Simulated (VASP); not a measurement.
Set up this calculation in VASP 6.6.1, as the native input.

```
Task                   : single point
Functional             : PBE
Potentials or basis    : VASP PAW PBE potentials, release 64 (Li_sv)
Cutoff                 : 520 eV
k mesh                 : 2 × 2 × 2
Occupations            : fermi-dirac, width 0.1 eV
Spin                   : no spin polarisation
Dipole correction      : no
Further INCAR settings : LREAL = Auto; ALGO = Normal; EDIFF = 1e-06; NBANDS = 38
```

The structure of Li lies in POSCAR:

```
Li
1.0
    7.2053150000      0.0000000000      0.0000000000
    0.0000000000      7.2053150000      0.0000000000
    0.0000000000      0.0000000000      7.2053150000
Li
16
Direct
   -0.1002315652      0.1093914700     -0.0036362047
    0.5051409966      0.0083410649      0.0153914159
    0.0438009997      0.4709578971     -0.0032059667
    0.0077720405      0.0331144440      0.4622143515
    0.3650499666      0.1834895490      0.2797240648
    0.4665583670      0.4574539767     -0.0153497800
    0.5922156075     -0.0943053843      0.5575606341
    0.7178867267      0.3000562779      0.2185470031
   -0.0126712017      0.5454723354      0.4535957137
    0.2643742848      0.7201211883      0.1932739929
    0.2676080088      0.2418631247      0.7600639250
    0.4634911867      0.5067786766      0.5136902412
    0.7458938298      0.7654349602      0.2342576279
    0.6805115391      0.2731317090      0.6621084574
    0.2680660041      0.7718607722      0.7805626819
    0.7245207184      0.7068254476      0.8912032298
```

The input as run:

INCAR

```
SYSTEM = Li
PREC     = Accurate       ! precision mode
ENCUT    = 520            ! plane-wave cutoff, eV
EDIFF    = 1E-6           ! SCF threshold, eV
ISMEAR   = -1             ! smearing method
SIGMA    = 0.1            ! smearing width, eV
LREAL    = Auto         
LASPH    = .TRUE.         ! aspherical terms in the spheres
NELM     = 100            ! most SCF steps
ALGO     = Normal         ! electronic algorithm
ISIF     = 2              ! what is computed and relaxed
LWAVE    = .FALSE.        ! write WAVECAR
LCHARG   = .FALSE.        ! write CHGCAR
GGA      = PE             ! functional
NBANDS   = 38             ! bands
```

KPOINTS

```
regular mesh
0
G
  2 2 2
  0 0 0
```

Potentials or basis: VASP PAW PBE potentials, release 64 (Li_sv).

Run with:

```bash
$ cat potpaw_PBE.64/Li_sv/POTCAR > POTCAR
$ mpirun -np 1 vasp_std > vasp.out
```

Results of the run:

```json
{
  "Largest force": "0.745 eV/Å",
  "Band gap on the k mesh": "zero (bands 24 and 25 overlap by 0.67 eV)"
}
```

Caveat: the k points lie up to 0.44 Å⁻¹ apart, too coarse for converged energies and pressures of a metal.

It took 2.8 min on 1 thread of Intel(R) Xeon(R) Platinum 8488C (Sapphire Rapids), on a shared host, peak memory 0.37 GiB.
